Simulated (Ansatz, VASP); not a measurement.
## Al2O3: VASP beside Ansatz

```
Al O
1.0
     2.33964    1.35079    4.37185
    -2.33964    1.35079    4.37185
     0.00000   -2.70158    4.37185
Al O
4 6
Direct
  0.85213 0.85213 0.85213
  0.64787 0.64787 0.64787
  0.14787 0.14787 0.14787
  0.35213 0.35213 0.35213
  0.05616 0.44384 0.75000
  0.75000 0.05616 0.44384
  0.44384 0.75000 0.05616
  0.94384 0.55616 0.25000
  0.25000 0.94384 0.55616
  0.55616 0.25000 0.94384
```

Alike in both runs: task single point; functional PBE; k mesh 6 × 6 × 6; occupations gaussian, width 0.05 eV; no spin polarisation.

|  | VASP | Ansatz |
| --- | --- | --- |
| version | VASP 6.6.1 | Ansatz 0.2.0 |
| potentials or method | VASP PAW PBE potentials, release 64 (Al, O), cutoff 520 eV | scalar-relativistic, plane waves, PAW |
| valence electrons in the cell | 48 | 48 |

VASP gave:

| Item | Value |
| --- | --- |
| gap on the k mesh at the Fermi level (eV) | 6.51 |
| least direct gap on the mesh (eV) | 6.51 |
| pressure (GPa) | 14.6 |
| traceless stress, the component that is largest in VASP (GPa) | -8.41 |
| rms of the force components (eV/Å) | 0.094 |

Q: Estimate Ansatz's values.

A: gap on the k mesh at the Fermi level (eV): 6.52; least direct gap on the mesh (eV): 6.52; pressure (GPa): 14.5; traceless stress, the component that is largest in VASP (GPa): -8.39; rms of the force components (eV/Å): 0.096.

Atom by atom the forces differ by 0.003 eV/Å (rms over components).
